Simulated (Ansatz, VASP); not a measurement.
WS2 in VASP and in Ansatz

```
CELL_PARAMETERS angstrom
3.47302 0.00000 0.00000
0.00000 3.47302 0.00000
0.00000 0.00000 10.96826
ATOMIC_POSITIONS crystal
W 0.50000 0.50000 0.50000
S 0.50000 0.50000 0.91552
S 0.50000 0.50000 0.08448
```

Change from the starting cell: volume scaled by 1.06.

Alike in both runs: task single point; functional PBE; k mesh 8 × 8 × 3; occupations fermi-dirac, width 0.05 eV; no spin polarisation.

|  | VASP | Ansatz |
| --- | --- | --- |
| version | VASP 6.6.1 | Ansatz 0.2.0 |
| potentials or method | VASP PAW PBE potentials, release 64 (W_sv, S), cutoff 520 eV | all-electron LAPW, scalar-relativistic |

```tsv
	VASP	Ansatz	Ansatz less VASP
gap on the k mesh at the Fermi level (eV)	none	none	-
pressure (GPa)	-6.7	-6.4	+0.24
traceless stress, the component that is largest in VASP (GPa)	9.50	9.95	+0.450
rms of the force components (eV/Å)	0.658	0.798	+0.1400
```

Atom by atom the forces differ by 0.140 eV/Å (rms over components). A gap of «none» marks a metal or a gap that the smearing closes. Ansatz ran all-electron here, and VASP with PAW potentials.

Neither program's run includes spin-orbit coupling.
